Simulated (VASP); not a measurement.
Here is a VASP 6.6.1 calculation.

INCAR

```
SYSTEM = YSc
  PREC = Accurate
  ENCUT = 520
  EDIFF = 1E-6
  ISMEAR = 0
  SIGMA = 0.1
  LREAL = .False.
  LASPH = .True.
  NELM = 100
  ALGO = Normal
  ISIF = 2
  LWAVE = .False.
  LCHARG = .False.
  NBANDS = 18
```

File KPOINTS:

```
Automatic mesh
0
Gamma
  15 15 8
  0 0 0
```

File POSCAR:

```
YSc
1.0
    3.3985398395      0.0000000000      0.0000000000
   -1.6992699198      2.9432218368      0.0000000000
    0.0000000000      0.0000000000      5.2318720195
Y Sc
1 1
Direct
    0.0000000000      0.0000000000      0.0000000000
    0.3333333333      0.6666666667      0.5000000000
```

Potentials or basis: VASP PAW LDA potentials, release 64 (Y_sv, Sc_sv).

Command:

```sh
$ cat potpaw_LDA.64/Y_sv/POTCAR potpaw_LDA.64/Sc_sv/POTCAR > POTCAR
$ mpirun -np 1 vasp_std > vasp.out
```

Q: Estimate the band gap on the k mesh.

A: Zero (band 11 reaches 4.87 eV, above the bottom of band 12 at 3.10 eV).

Q: What does it give for the pressure?

A: -0.1 GPa.
